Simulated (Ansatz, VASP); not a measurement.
Al3Ru2N in VASP and in Ansatz

```xyz
6
Lattice="2.3954 -4.8999 0.0000 2.3954 4.8999 0.0000 0.0000 0.0000 4.4217" Properties=species:S:1:pos:R:3 pbc="T T T"
Al    2.3954    1.7453    0.0000
Al    2.3954   -1.7453    0.0000
Al    0.0000    0.0000    2.2108
Ru    1.1977    2.4499    2.2108
Ru    1.1977   -2.4499    2.2108
N     2.3954    0.0000    0.0000
```

Change from the starting cell: species swapped into the LaNi3Rh2 type (Cmmm, No. 65).

Alike in both runs: functional PBE; k mesh 10 × 10 × 8; occupations gaussian, width 0.1 eV; no spin polarisation.

Ansatz relaxed the structure, and its values are those at the end. VASP's run is a single point on that final structure, the one shown.

```csv
,VASP,Ansatz
version,VASP 6.6.1,Ansatz 0.2.0
potentials or method,"VASP PAW PBE potentials, release 64 (Al, Ru_pv, N), cutoff 520 eV","scalar-relativistic, plane waves, PAW"
valence electrons in the cell,42,46
```

Ansatz gave:

```
gap on the k mesh at the Fermi level (eV) : none
pressure (GPa)                            : 0.0
rms of the force components (eV/Å)        : 0.000
```

Question: Which values does VASP return?

Answer: gap on the k mesh at the Fermi level (eV): none; pressure (GPa): 0.0; rms of the force components (eV/Å): 0.007.

A gap of «none» marks a metal or a gap that the smearing closes. With one functional, cell and mesh, what is left measures potentials, basis and numerics. VASP's potentials hold 42 valence electrons a cell and Ansatz's 46, so a difference there can come from the potentials and not from the codes.
